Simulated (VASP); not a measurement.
Here is a VASP 6.6.1 calculation.

INCAR

```
PREC = Accurate
ENCUT = 520
EDIFF = 1E-6
ISMEAR = 0
SIGMA = 0.1
LREAL = False
LASPH = True
NELM = 60
ALGO = Normal
ISIF = 2
LWAVE = False
LCHARG = False
GGA = PE
NBANDS = 44
```

KPOINTS

```
regular mesh
0
Gamma
  3 3 4
```

The input POSCAR:

```
BeSe5
1.0
    9.2722825298      0.0000000000      0.0000000000
   -4.6361412649      8.0300322219      0.0000000000
    0.0000000000      0.0000000000      5.3409087044
Be Se
2 10
Direct
    0.0000000000      0.0000000000      0.0000000000
    0.0000000000      0.0000000000      0.5000000000
    0.3333333333      0.6666666667      0.4999288652
    0.6666666667      0.3333333333      0.9999288652
    0.6666666667      0.3333333333      0.5000711348
    0.3333333333      0.6666666667      0.0000711348
    0.5000000000      0.0000000000      0.0000000000
    0.0000000000      0.5000000000      0.0000000000
    0.5000000000      0.5000000000      0.0000000000
    0.5000000000      0.0000000000      0.5000000000
    0.0000000000      0.5000000000      0.5000000000
    0.5000000000      0.5000000000      0.5000000000
```

Potentials or basis: VASP PAW PBE potentials, release 64 (Be, Se).

Launch:

```console
$ cat potpaw_PBE.64/Be/POTCAR potpaw_PBE.64/Se/POTCAR > POTCAR
$ mpirun -np 1 vasp_std > vasp.out
```

Task: Predict the band gap on the k mesh.

Result: Zero (bands 32 and 33 overlap by 1.78 eV).

Task: Predict the pressure.

Result: 0.3 GPa.

Stress tensor (GPa, compression positive):
```
0.32 0.00 0.00
0.00 0.32 0.00
0.00 0.00 0.14
```
